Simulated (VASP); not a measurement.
Crystal: CdI2.

```
Cd I
1.0
     4.24400    0.00000    0.00000
    -2.12200    3.67541    0.00000
     0.00000    0.00000    6.85900
Cd I
1 2
Direct
  0.00000 0.00000 0.00000
  0.33333 0.66667 0.24920
  0.66667 0.33333 0.75080
```

```yaml
Program: VASP 6.6.1
Task: relaxation of cell and atoms
Functional: r2SCAN
Potentials_or_basis: VASP PAW PBE potentials, release 64 (Cd, I)
Cutoff: 550 eV
k_mesh: 6 × 6 × 4
Occupations: gaussian, width 0.02 eV
Spin: no spin polarisation
```

At the start: pressure 1.2 GPa; volume 35.66 Å³/atom.

Question: How do energy, volume and symmetry change on relaxing?

Answer: Over 12 steps the energy falls by 7.4 meV/atom and the volume is 38.17 Å³/atom (+7.0 %); space group P-3m1 (No. 164, to 0.1 Å) before and after.

The path:
```tsv
step	energy change (eV)	largest force (eV/Å)	pressure (GPa)	volume (Å³)
1	0.0000	0.0758	1.23	106.99
2	-0.0121	0.1640	-0.24	111.29
3	-0.0129	0.1181	0.03	110.40
4	-0.0142	0.1042	0.03	110.69
5	-0.0172	0.0633	0.02	111.54
6	-0.0197	0.0152	0.03	113.27
7	-0.0213	0.0097	-0.05	113.99
8	-0.0218	0.0353	-0.12	114.70
9	-0.0212	0.0318	0.26	114.00
10	-0.0220	0.0127	0.01	114.47
11	-0.0220	0.0132	0.01	114.47
12	-0.0221	0.0039	0.01	114.52
```

Final structure:
```xyz
3
Lattice="4.2924 0.0000 0.0000 -2.1462 3.7173 0.0000 0.0000 0.0000 7.1773" Properties=species:S:1:pos:R:3 pbc="T T T"
Cd   -2.1462    3.7173    0.0000
I     0.0000    2.4782    1.7177
I     2.1462    1.2391    5.4596
```

Caveat: the PAW data sets were made with another functional, which shifts forces and pressure a little.
